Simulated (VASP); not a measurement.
Runs of VASP 6.6.1 on BeS. The structure is that of space group Fm-3m (No. 225), or close to it. The cells are those of the table. 

```tsv
task	level	potentials or basis	cell	k mesh	cutoff (eV)	smearing	gap on the mesh (eV)	pressure (GPa)	relaxed volume (Å³/atom)
single point	r2SCAN	VASP PAW PBE potentials, release 64 (Be, S)	a = 3.277 Å, angles 60.0°, 2 atoms	10 × 10 × 10	520	gaussian 0.01 eV	1.39	0.0	-
single point	r2SCAN	VASP PAW PBE potentials, release 64 (Be, S)	a = 3.277 Å, angles 60.0°, 2 atoms	8 × 8 × 8	520	fermi-dirac 0.02 eV	1.35	-0.1	-
relaxation of cell and atoms	PBEsol	VASP PAW PBE potentials, release 64 (Be, S)	relaxed from a = 3.273 Å, angles 60.0°, 2 atoms	8 × 8 × 8	600	fermi-dirac 0.02 eV	0.99	0.0	(c)
relaxation of cell and atoms	LDA	VASP PAW LDA potentials, release 64 (Be, S)	relaxed from a = 3.273 Å, angles 60.0°, 2 atoms	8 × 8 × 8	600	fermi-dirac 0.02 eV	1.02	0.0	(b)
single point	PBE	VASP PAW PBE potentials, release 64 (Be, S)	a = 3.277 Å, angles 60.0°, 2 atoms	10 × 10 × 10	520	fermi-dirac 0.02 eV	1.03	(a)	-
single point	LDA	VASP PAW LDA potentials, release 64 (Be, S)	a = 3.277 Å, angles 60.0°, 2 atoms	10 × 10 × 10	520	gaussian 0.01 eV	1.02	-5.5	-
single point	PBE	VASP PAW PBE potentials, release 64 (Be, S)	a = 3.277 Å, angles 60.0°, 2 atoms	6 × 6 × 6	520	gaussian 0.01 eV	0.98	-0.2	-
single point	PBE	VASP PAW PBE potentials, release 64 (Be, S)	a = 3.273 Å, angles 60.0°, 2 atoms	10 × 10 × 10	520	fermi-dirac 0.02 eV	1.03	-0.1	-
relaxation of cell and atoms	PBE	VASP PAW PBE potentials, release 64 (Be, S)	relaxed from a = 2.904 Å, angles 60.0°, 2 atoms	10 × 10 × 10	600	fermi-dirac 0.02 eV	1.03	0.0	12.39
single point	PBEsol	VASP PAW PBE potentials, release 64 (Be, S)	a = 3.246 Å, angles 60.0°, 2 atoms	8 × 8 × 8	520	fermi-dirac 0.02 eV	0.99	0.1	-
single point	LDA	VASP PAW LDA potentials, release 64 (Be, S)	a = 3.222 Å, angles 60.0°, 2 atoms	8 × 8 × 8	520	fermi-dirac 0.02 eV	1.02	0.1	-
```

Alike in all rows: no spin polarisation.

Estimate the missing entries.

(a) -0.4; (b) 11.83; (c) 12.11.

Caveats: the PAW data sets were made with another functional, which shifts forces and pressure a little (some runs); the volume moved by over 15 % at a fixed basis, so the end points are rough (some runs).

A k mesh can miss the band edges.
